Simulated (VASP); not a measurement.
A run of VASP 6.6.1:

Contents of INCAR:

```
SYSTEM = Zn3Cd
ALGO = Normal ; EDIFF = 1E-6
ENCUT = 520 ; ISIF = 2
ISMEAR = 1 ; LASPH = .True.
LCHARG = .False. ; LREAL = .False.
LWAVE = .False. ; NBANDS = 32
NELM = 80 ; PREC = Accurate
SIGMA = 0.1
```

File KPOINTS:

```
k-points
0
Gamma
  8 8 8
  0 0 0
```

The input POSCAR:

```
Zn3Cd
1.0
   -1.9871977302      1.9871977302      3.9614320632
    1.9871977302     -1.9871977302      3.9614320632
    1.9871977302      1.9871977302     -3.9614320632
Zn Cd
3 1
Direct
    0.7500000000      0.2500000000      0.5000000000
    0.2500000000      0.7500000000      0.5000000000
    0.5000000000      0.5000000000      0.0000000000
    0.0000000000      0.0000000000      0.0000000000
```

Potentials or basis: VASP PAW LDA potentials, release 64 (Zn, Cd).

Command:

```console
$ cat potpaw_LDA.64/Zn/POTCAR potpaw_LDA.64/Cd/POTCAR > POTCAR
$ mpirun -np 1 vasp_std > vasp.out
```

Hardware: 1 thread of Intel(R) Xeon(R) Platinum 8259CL CPU @ 2.50GHz (Skylake/Cascade Lake) (shared host).

Q: Estimate the wall time of this run.

A: Run time: 84 s on 1 thread of Intel(R) Xeon(R) Platinum 8259CL CPU @ 2.50GHz (Skylake/Cascade Lake), with other jobs on the host, peak memory 0.24 GiB. Counts: scf iterations 12, k points 59.
